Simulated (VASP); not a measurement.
# As (Fm-3m) in VASP: notebook

As is run at these levels: PBE; tasks: single point.

All numbers are computed with VASP 6.6.1; they aren't measurements. Logs are shortened: lines on timing, memory, paths and dates and some standing lists are left out, and cuts for length are marked.

## (1) The cell of the first run

It takes space group Fm-3m (No. 225, cubic). The conventional cell has a = 4.126 Å, b = 4.126 Å, c = 4.126 Å, α = 90.00°, β = 90.00°, γ = 90.00°. As (site symmetry m-3m) has 12 As at 2.92 Å within 3.8 Å.

## (2) Single point, PBE

The input, INCAR:

```
SYSTEM = As
PREC     = Accurate       ! precision mode
ENCUT    = 520            ! plane-wave cutoff, eV
EDIFF    = 1E-6           ! SCF threshold, eV
ISMEAR   = -1             ! smearing method
SIGMA    = 0.08           ! smearing width, eV
LREAL    = .FALSE.        ! projectors in reciprocal space
LASPH    = .TRUE.         ! aspherical terms in the spheres
NELM     = 80             ! most SCF steps
ALGO     = Normal         ! electronic algorithm
ISIF     = 2              ! what is computed and relaxed
LWAVE    = .FALSE.        ! write WAVECAR
LCHARG   = .TRUE.         ! write CHGCAR
GGA      = PE             ! functional
LELF     = .TRUE.         ! ELF
LVHAR    = .TRUE.       
NBANDS   = 8              ! bands
```

The input, KPOINTS:

```
Automatic mesh
0
G
  16 16 16
  0 0 0
```

The input, POSCAR:

```
As
1.0
    0.0000000000      2.0630679384      2.0630679384
    2.0630679384      0.0000000000      2.0630679384
    2.0630679384      2.0630679384      0.0000000000
As
1
Direct
    0.0000000000      0.0000000000      0.0000000000
```

Potentials or basis: VASP PAW PBE potentials, release 64 (As).

Run with:

```
> cat potpaw_PBE.64/As/POTCAR > POTCAR
> mpirun -np 1 vasp_std > vasp.out
```

OUTCAR:

```text
SYSTEM = As
   PREC = Accurate
   ENCUT = 520
   EDIFF = 1E-6
   ISMEAR = -1
   LREAL = .FALSE.
   LASPH = .TRUE.
   NELM = 80
   ISIF = 2
   GGA = PE

 ion  position               nearest neighbor table
   1  0.000  0.000  0.000-

  LATTYP: Found a face centered cubic cell.
 ALAT       =     4.1261358768

  Lattice vectors:

 A1 = (   0.0000000000,   2.0630679384,   2.0630679384)
 A2 = (   2.0630679384,   0.0000000000,   2.0630679384)
 A3 = (   2.0630679384,   2.0630679384,   0.0000000000)

Analysis of symmetry for initial positions (statically):
=====================================================================
 Subroutine PRICEL returns:
 Original cell was already a primitive cell.

 Routine SETGRP: Setting up the symmetry group for a
 face centered cubic supercell.

 Subroutine GETGRP returns: Found 48 space group operations
 (whereof 48 operations were pure point group operations)
 out of a pool of 48 trial point group operations.

The static configuration has the point symmetry O_h .

Analysis of symmetry for dynamics (positions and initial velocities):
=====================================================================
 Subroutine PRICEL returns:
 Original cell was already a primitive cell.

 Routine SETGRP: Setting up the symmetry group for a
 face centered cubic supercell.

 Subroutine GETGRP returns: Found 48 space group operations
 (whereof 48 operations were pure point group operations)
 out of a pool of 48 trial point group operations.

The dynamic configuration has the point symmetry O_h .

 Subroutine INISYM returns: Found 48 space group operations
 (whereof 48 operations are pure point group operations),
 and found     1 'primitive' translations

----------------------------------------------------------------------------------------

                                     Primitive cell

  volume of cell :      17.5619

  direct lattice vectors                    reciprocal lattice vectors
     0.000000000  2.063067938  2.063067938    -0.242357506  0.242357506  0.242357506
     2.063067938  0.000000000  2.063067938     0.242357506 -0.242357506  0.242357506
     2.063067938  2.063067938  0.000000000     0.242357506  0.242357506 -0.242357506

  length of vectors
     2.917618659  2.917618659  2.917618659     0.419775514  0.419775514  0.419775514

  position of ions in fractional coordinates (direct lattice)
     0.000000000  0.000000000  0.000000000

  ion indices of the primitive-cell ions
   primitive index   ion index
                 1           1

----------------------------------------------------------------------------------------

 KPOINTS: Automatic mesh

Automatic generation of k-mesh.
 Grid dimensions read from file:
 generate k-points for:   16   16   16

 Generating k-lattice:

  Cartesian coordinates                     Fractional coordinates (reciprocal lattice)
    -0.015147344  0.015147344  0.015147344     0.062500000  0.000000000  0.000000000
     0.015147344 -0.015147344  0.015147344     0.000000000  0.062500000  0.000000000
     0.015147344  0.015147344 -0.015147344     0.000000000  0.000000000  0.062500000

  Length of vectors
     0.026235970  0.026235970  0.026235970

  Shift w.r.t. Gamma in fractional coordinates (k-lattice)
     0.000000000  0.000000000  0.000000000

 Subroutine IBZKPT returns following result:
 ===========================================

 Found    145 irreducible k-points:

 Following reciprocal coordinates:
            Coordinates               Weight
  0.000000  0.000000  0.000000      1.000000
  0.062500  0.000000  0.000000      8.000000
  0.125000  0.000000  0.000000      8.000000
  0.187500  0.000000  0.000000      8.000000
  0.250000  0.000000  0.000000      8.000000
  0.312500  0.000000  0.000000      8.000000
[... 16 lines left out ...]
 -0.125000  0.062500  0.000000     24.000000
 -0.062500  0.062500  0.000000     12.000000
 [... further k-points ...]
   k-points           NKPTS =    145   k-points in BZ     NKDIM =    145   number of bands    NBANDS=      8
   number of dos      NEDOS =    301   number of ions     NIONS =      1
   total plane-waves  NPLWV =  13824
   dimension x,y,z NGX =    24 NGY =   24 NGZ =   24
   dimension x,y,z NGXF=    48 NGYF=   48 NGZF=   48
   ions per type =               1
   NGX,Y,Z   is equivalent  to a cutoff of  13.68, 13.68, 13.68 a.u.
   NGXF,Y,Z  is equivalent  to a cutoff of  27.35, 27.35, 27.35 a.u.
 SYSTEM =  As
   PREC   = accura    normal or accurate (medium, high low for compatibility)
   ISTART =      0    job   : 0-new  1-cont  2-samecut
   ICHARG =      2    charge: 1-file 2-atom 10-const
   ISPIN  =      1    spin polarized calculation?
   LNONCOLLINEAR =      F non collinear calculations
   LSORBIT =      F    spin-orbit coupling
   LASPH  =      T    aspherical Exc in radial PAW
   ENCUT  =  520.0 eV  38.22 Ry    6.18 a.u.   5.42  5.42  5.42*2*pi/ulx,y,z
   NELM   =     80;   NELMIN=  2; NELMDL= -5     # of ELM steps
   EDIFF  = 0.1E-05   stopping-criterion for ELM
   LREAL  =      F    real-space projection
   EDIFFG = 0.1E-04   stopping-criterion for IOM
   NSW    =      0    number of steps for IOM
   IBRION =     -1    ionic relax: 0-MD 1-quasi-New 2-CG
   NFREE  =      0    steps in history (QN), initial steepest desc. (CG)
   ISIF   =      2    stress and relaxation
   ISYM   =      2    0-nonsym 1-usesym 2-fastsym
   POTIM  = 0.5000    time-step for ionic-motion
   TEBEG  =    0.0;   TEEND  =   0.0 temperature during run
   PSTRESS=    0.0 pullay stress
   NELECT =       5.0000    total number of electrons
   NUPDOWN=      -1.0000    fix difference up-down
   EMIN   =  10.00;   EMAX   =-10.00  energy-range for DOS
   EFERMI =   0.00;   METHOD = LEGACY
   ISMEAR =    -1;   SIGMA  =   0.08  broadening in eV -4-tet -1-fermi 0-gaus
   EFERMI_NEDOS =   21; number of points for ismear=-14 and -15
   IALGO  =     38    algorithm
   IMIX   =      4    mixing-type and parameters
     AMIX     =   0.40;   BMIX     =  1.00
     AMIX_MAG =   1.60;   BMIX_MAG =  1.00
  volume/ion in A,a.u.               =      17.56       118.51
  Fermi-wavevector in a.u.,A,eV,Ry     =   1.076981  2.035199 15.781230  1.159888
  Thomas-Fermi vector in A             =   2.212880
   LORBIT       =      0    0 simple, 1 ext, 2 COOP (PROOUT), +10 PAW based schemes
   GGA     = PE    functional components
   LHFCALC =     F    Hartree Fock is set to
   AEXX    =    0.0000 exact exchange contribution
   IVDW    =     0    specifies the selected vdW correction
   LEPSILON=     F    determine dielectric tensor
   LRPA    =     F    only Hartree local field effects (RPA)
 non-spin polarized calculation
  energy-cutoff  :      520.00
  volume of cell :       17.56
 maximum number of plane-waves:       495
 NGX is ok and might be reduce to    24
   NGX = 11   NGY = 11   NGZ = 11

 number of electron       5.0000000 magnetization

 Free energy of the ion-electron system (eV)
  ---------------------------------------------------
  ext. energy  EPLUGINS =         0.00000000
  ---------------------------------------------------
  free energy    TOTEN  =        -4.08456747 eV

  energy without entropy =       -4.07100618  energy(sigma->0) =       -4.07778682

 E-fermi :   7.4913     XC(G=0): -11.1381

 val. band max:        7.4838774466   @ k =   0.4375   0.3125   0.0625
 cond. band min:       7.5060255815   @ k =   0.5000   0.4375   0.0625
 fundamental gap:      0.0221481349
 Fermi energy:         7.4913029023

 k-point     1 :       0.0000    0.0000    0.0000
  band No.  band energies     occupation
      1      -8.4080      2.00000
      2      13.9345      0.00000
      3      13.9345      0.00000
      4      13.9345      0.00000
      5      20.1822      0.00000
      6      20.1822      0.00000
      7      20.1822      0.00000
      8      22.5922      0.00000

 k-point     2 :       0.0625    0.0000    0.0000
  band No.  band energies     occupation
      1      -8.3091      2.00000
      2      13.0618      0.00000
      3      13.8080      0.00000
      4      13.8080      0.00000
      5      19.7498      0.00000
      6      20.4131      0.00000
      7      20.4131      0.00000
      8      23.2861      0.00000

 k-point     3 :       0.1250    0.0000    0.0000
  band No.  band energies     occupation
      1      -8.0131      2.00000
      2      11.1019      0.00000
      3      13.4910      0.00000
      4      13.4910      0.00000
      5      19.1462      0.00000
      6      20.9556      0.00000
      7      20.9556      0.00000
      8      24.1444      0.00000

 k-point     4 :       0.1875    0.0000    0.0000
  band No.  band energies     occupation
      1      -7.5226      2.00000
      2       8.8218      0.00000
      3      13.1008      0.00000
      4      13.1008      0.00000
      5      18.6486      0.00000
      6      21.2585      0.00000
      7      21.2585      0.00000
      8      24.3037      0.00000

 k-point     5 :       0.2500    0.0000    0.0000
  band No.  band energies     occupation
      1      -6.8433      2.00000
      2       6.5385      1.99999
      3      12.7259      0.00000
      4      12.7259      0.00000
      5      18.2815      0.00000
      6      20.8157      0.00000
      7      20.8157      0.00000
      8      23.7114      0.00000
[... 177 lines left out ...]
 k-point    22 :      -0.1875    0.0625    0.0000
  band No.  band energies     occupation
      1      -7.2296      2.00000
      2       8.1007      0.00098
      3      11.7027      0.00000
      4      13.4703      0.00000
      5      18.9604      0.00000
      6      20.8569      0.00000
      7      21.2436      0.00000
      8      23.2627      0.00000

 k-point    23 :      -0.1250    0.0625    0.0000
  band No.  band energies     occupation
      1      -7.7835      2.00000
      2      10.3535      0.00000
      3      12.1857      0.00000
      4      13.8013      0.00000
      5      19.2209      0.00000
      6      20.8019      0.00000
      7      21.4570      0.00000
      8      23.3614      0.00000

 k-point    24 :      -0.0625    0.0625    0.0000
  band No.  band energies     occupation
      1      -8.1445      2.00000
      2      12.2442      0.00000
      3      12.8889      0.00000
      4      13.9418      0.00000
      5      19.4332      0.00000
      6      20.4263      0.00000
      7      21.0278      0.00000
      8      23.7327      0.00000

 [... further k-points ...]

------------------------ aborting loop because EDIFF is reached ----------------------------------------

  FORCE on cell =-STRESS in cart. coord.  units (eV):
  Direction    XX          YY          ZZ          XY          YZ          ZX
  --------------------------------------------------------------------------------------
  -------------------------------------------------------------------------------------
  Total        1.0341161      1.0341161      1.0341161     -0.0000000      0.0000000      0.0000000
  in kB       94.3429145     94.3429145     94.3429145     -0.0000000      0.0000000      0.0000000
  external PRESSURE =      94.3429145 kB  Pullay stress =       0.0000000 kB

 VOLUME and BASIS-vectors are now :
 -----------------------------------------------------------------------------
  energy-cutoff  :      520.00
  volume of cell :       17.56
      direct lattice vectors                 reciprocal lattice vectors
     0.000000000  2.063067938  2.063067938    -0.242357506  0.242357506  0.242357506
     2.063067938  0.000000000  2.063067938     0.242357506 -0.242357506  0.242357506
     2.063067938  2.063067938  0.000000000     0.242357506  0.242357506 -0.242357506

 POSITION                                       TOTAL-FORCE (eV/Angst)
 -----------------------------------------------------------------------------------
      0.00000      0.00000      0.00000         0.000000     -0.000000      0.000000
 -----------------------------------------------------------------------------------
    total drift:                               -0.000000      0.000000     -0.000000

  FREE ENERGIE OF THE ION-ELECTRON SYSTEM (eV)
  ---------------------------------------------------
  free  energy   TOTEN  =        -4.0845674727 eV

  energy  without entropy=       -4.0710061761  energy(sigma->0) =       -4.07778682
```

Wall time 9.1 s (1 thread of Intel Xeon Platinum 8488C (Sapphire Rapids), shared host); peak memory 0.14 GiB.

What came out:

- Free energy: -4.0846 eV
- Pressure: 9.4 GPa

Levels at points of the mesh, in eV from the Fermi level:
| k point | band 1 | band 2 | band 3 | band 4 | band 5 | band 6 |
| --- | --- | --- | --- | --- | --- | --- |
| (0.00, 0.00, 0.00) | -15.90 | 6.44 | 6.44 | 6.44 | 12.69 | 12.69 |
| (0.50, 0.00, 0.00) | -10.95 | -7.36 | 4.51 | 4.51 | 10.37 | 11.54 |
| (0.50, 0.50, 0.00) | -8.81 | -6.17 | 0.59 | 0.59 | 5.10 | 5.56 |

## (3) Single point, PBE

The input, INCAR:

```
ALGO = Normal
EDIFF = 1E-6
ENCUT = 520
GGA = PE
ISIF = 2
ISMEAR = -1
LASPH = True
LCHARG = True
LELF = True
LREAL = False
LVHAR = True
LWAVE = False
NBANDS = 8
NELM = 60
PREC = Accurate
SIGMA = 0.08
```

The input, KPOINTS:

```
k-points
0
Gamma
  16 16 16
```

POSCAR is that of step 2.

Potentials or basis: VASP PAW PBE potentials, release 64 (As).

Run with:

```
> cat potpaw_PBE.64/As/POTCAR > POTCAR
> mpirun -np 1 vasp_std > vasp.out
```

Run time: 9.8 s. Hardware: 1 thread of Intel Xeon Platinum 8488C (Sapphire Rapids), shared host; peak memory 0.15 GiB.

It converged, with:

```
Free energy : -4.0846 eV
Pressure    : 9.4 GPa
```

Levels at points of the mesh, in eV from the Fermi level:
| k point | band 1 | band 2 | band 3 | band 4 | band 5 |
| --- | --- | --- | --- | --- | --- |
| (0.00, 0.00, 0.00) | -15.90 | 6.44 | 6.44 | 6.44 | 12.69 |
| (0.50, 0.00, 0.00) | -10.95 | -7.36 | 4.51 | 4.51 | 10.37 |
| (0.50, 0.50, 0.00) | -8.81 | -6.17 | 0.59 | 0.59 | 5.10 |
